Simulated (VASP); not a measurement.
A run of VASP 6.6.1:

Contents of INCAR:

```
ALGO = Normal
EDIFF = 1E-6
ENCUT = 500
GGA = PE
GGA_COMPAT = F
ISIF = 2
ISMEAR = 0
LASPH = T
LCHARG = F
LREAL = F
LWAVE = F
NBANDS = 16
NELM = 120
PREC = Accurate
SIGMA = 0.01
```

File KPOINTS:

```
k-points
0
Gamma
  8 8 8
```

File POSCAR:

```
InP
1.0
    0.0000000000      2.8082511782      2.8082511782
    2.8082511782      0.0000000000      2.8082511782
    2.8082511782      2.8082511782      0.0000000000
In P
1 1
Direct
    0.0000000000      0.0000000000      0.0000000000
    0.2500000000      0.2500000000      0.2500000000
```

Potentials or basis: VASP PAW PBE potentials, release 64 (In_d, P).

Launch:

```bash
$ cat potpaw_PBE.64/In_d/POTCAR potpaw_PBE.64/P/POTCAR > POTCAR
$ mpirun -np 1 vasp_std > vasp.out
```

Hardware: 1 thread of Intel(R) Xeon(R) Platinum 8488C (Sapphire Rapids), with other jobs on the host.

Task: Estimate the wall time of this run.

Result: Run time: 19 s on 1 thread of Intel(R) Xeon(R) Platinum 8488C (Sapphire Rapids), on a shared host, peak memory 0.17 GiB. Counts: scf iterations 13, k points 29.
